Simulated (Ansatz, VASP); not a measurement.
## TiC: VASP beside Ansatz

```
Ti C
1.0
     0.00000    2.15930    2.15930
     2.15930    0.00000    2.15930
     2.15930    2.15930    0.00000
Ti C
1 1
Direct
  0.00000 0.00000 0.00000
  0.50000 0.50000 0.50000
```

Alike in both runs: task single point; functional r2SCAN; k mesh 8 × 8 × 8; occupations gaussian, width 0.1 eV; no spin polarisation.

|  | VASP | Ansatz |
| --- | --- | --- |
| version | VASP 6.6.1 | Ansatz 0.2.0 |
| potentials or method | VASP PAW PBE potentials, release 64 (Ti_sv, C), cutoff 520 eV | scalar-relativistic, plane waves, PAW |
| valence electrons in the cell | 16 | 16 |

Ansatz gave:

* gap on the k mesh at the Fermi level (eV): none
* pressure (GPa): 1.7

Estimate VASP's values.

gap on the k mesh at the Fermi level (eV): none; pressure (GPa): 2.7.

VASP's potentials were made for PBE, not for r2SCAN. A gap of «none» marks a metal or a gap that the smearing closes. The functional is the same, so the differences come from potentials, cutoffs and numerics.
